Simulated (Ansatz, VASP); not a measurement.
K3SBr: VASP beside Ansatz

File INCAR:

```
PREC = Accurate
ENCUT = 600
EDIFF = 1E-6
ISMEAR = 0
SIGMA = 0.1
LREAL = F
LASPH = T
NELM = 100
ALGO = Normal
ISIF = 3
LWAVE = F
LCHARG = F
GGA = PE
IBRION = 2
NSW = 90
EDIFFG = -0.04
```

Contents of KPOINTS:

```
regular mesh
0
Gamma
  4 4 4
```

The input POSCAR:

```
K3SBr
1.0
    5.4036991500      0.0000000000      0.0000000000
    0.0000000000      5.4036991500      0.0000000000
    0.0000000000      0.0000000000      5.4036991500
K S Br
3 1 1
Direct
    0.0000000000      0.5000000000      0.0000000000
    0.0000000000      0.0000000000      0.5000000000
    0.5000000000      0.0000000000      0.0000000000
    0.5000000000      0.5000000000      0.5000000000
    0.0000000000      0.0000000000      0.0000000000
```

Input for Ansatz:

```yaml
crystal:
  lattice:
    - [5.40369915, 0.0, 0.0]
    - [0.0, 5.40369915, 0.0]
    - [0.0, 0.0, 5.40369915]
  atoms:
    - { symbol: K, position: [0.0, 0.5, 0.0] }
    - { symbol: K, position: [0.0, 0.0, 0.5] }
    - { symbol: K, position: [0.5, 0.0, 0.0] }
    - { symbol: S, position: [0.5, 0.5, 0.5] }
    - { symbol: Br, position: [0.0, 0.0, 0.0] }
basis:
  ecutwfc: 420
kpoints:
  mp_grid: { grid: [4, 4, 4] }
hamiltonian:
  xc: pbe
scf:
  occupations: { method: gaussian, width: 0.1 }
  lower_state_search: "off"
output:
  forces: true
  stress: true
  eigenvalues: true
relax:
  adjacent_minimum: "off"
  f_tol: 0.04
  max_steps: 70
  cell: { stress_tol: 0.4 }
```

Change from the starting cell: species swapped into the KCaF3 type (Pm-3m, No. 221).

Alike in both runs: task relaxation of cell and atoms; functional PBE; k mesh 4 × 4 × 4; occupations gaussian, width 0.1 eV; no spin polarisation.

```csv
,VASP,Ansatz
version,VASP 6.6.1,Ansatz 0.2.0
potentials or method,"VASP PAW PBE potentials, release 64 (K_sv, S, Br), cutoff 600 eV","scalar-relativistic, plane waves, PAW"
valence electrons in the cell,40,40
```

Ansatz gave:

```
gap on the k mesh at the Fermi level, each at its own relaxed structure (eV) : 1.03
relaxed volume (Å³/atom)                                                     : 41.82
relaxed cell length with the largest relative difference (Å)                 : 5.935
```

Question: What did VASP give for the same quantities?

Answer: gap on the k mesh at the Fermi level, each at its own relaxed structure (eV): 1.00; relaxed volume (Å³/atom): 42.41; relaxed cell length with the largest relative difference (Å): 5.963.

Noted on VASP's run: the volume moved by over 15 % at a fixed basis, so the end points are rough.
